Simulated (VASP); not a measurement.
The system is Mg2Si3N3.

```
Mg Si N
1.0
     6.48146    0.00000    0.00000
    -3.24073    5.61311    0.00000
     0.00000    0.00000    2.74129
Mg Si N
2 3 3
Direct
  0.66667 0.33333 0.00000
  0.33333 0.66667 0.00000
  0.00000 0.20435 0.00000
  0.79565 0.79565 0.00000
  0.20435 0.00000 0.00000
  0.00000 0.38768 0.50000
  0.61232 0.61232 0.50000
  0.38768 0.00000 0.50000
```

| Property | Result |
| --- | --- |
| Program | VASP 6.6.1 |
| Task | relaxation of cell and atoms |
| Functional | PBE |
| Potentials or basis | VASP PAW PBE potentials, release 64 (Mg, Si, N) |
| Cutoff | 600 eV |
| k mesh | 3 × 3 × 6 |
| Occupations | gaussian, width 0.1 eV |
| Spin | no spin polarisation |

At the start: pressure -0.9 GPa; volume 12.47 Å³/atom.

Q: How do energy, volume and symmetry change on relaxing?

A: Over 6 steps the energy falls by 2.5 meV/atom and the volume is 12.27 Å³/atom (-1.6 %); space group P-62m (No. 189, to 0.1 Å) before and after.

Step by step:
```tsv
step	energy change (eV)	largest force (eV/Å)	pressure (GPa)	volume (Å³)
1	0.0000	0.5791	-0.91	99.73
2	0.0178	1.1339	-0.55	98.72
3	-0.0146	0.0960	-0.79	99.32
4	-0.0181	0.1123	0.16	98.46
5	-0.0182	0.1178	0.33	98.32
6	-0.0202	0.0344	0.10	98.18
```

Final structure:
```cif
data_structure
_symmetry_space_group_name_H-M 'P 1'
_symmetry_Int_Tables_number 1
_cell_length_a 6.4404
_cell_length_b 6.4404
_cell_length_c 2.7332
_cell_angle_alpha 90.000
_cell_angle_beta 90.000
_cell_angle_gamma 120.000
_cell_volume 98.18
loop_
_atom_site_label
_atom_site_type_symbol
_atom_site_fract_x
_atom_site_fract_y
_atom_site_fract_z
_atom_site_occupancy
Mg1 Mg 0.66667 0.33333 0.00000 1
Mg2 Mg 0.33333 0.66667 0.00000 1
Si1 Si 0.00000 0.20339 0.00000 1
Si2 Si 0.79661 0.79661 0.00000 1
Si3 Si 0.20339 0.00000 0.00000 1
N1 N 0.00000 0.39069 0.50000 1
N2 N 0.60931 0.60931 0.50000 1
N3 N 0.39069 0.00000 0.50000 1
```

Caveat: the k points lie up to 0.38 Å⁻¹ apart in the final cell, too coarse for converged energies and pressures of a metal.
